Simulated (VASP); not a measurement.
Crystal: YV.

```
V Y
1.0
     3.61426    0.00000    0.00000
     0.00000    3.61426    0.00000
     0.00000    0.00000    3.61426
V Y
1 1
Direct
  0.00000 0.00000 0.00000
  0.50000 0.50000 0.50000
```

Base run:

- Program: VASP 6.6.1
- Functional: PBE
- Potentials or basis: VASP PAW PBE potentials, release 64 (V_sv, Y_sv)
- Cutoff: 520 eV
- k mesh: 12 × 12 × 12
- Occupations: gaussian, width 0.1 eV
- Spin: no spin polarisation

Its results: pressure -5.3 GPa.

**Question.** The run is repeated on the same cell with these changes: spin from no spin polarisation to collinear spin, ferromagnetic start; further incar settings from ALGO = Normal; EDIFF = 1e-06; NBANDS = 19 to ALGO = Fast; EDIFF = 1e-06; NBANDS = 23. What comes out?

**Answer.** Pressure -0.1 GPa; net moment 3.48 μB per cell; site moments V +2.44; Y +0.36 μB.

Caveats: the cell stands under tension (at least some runs).
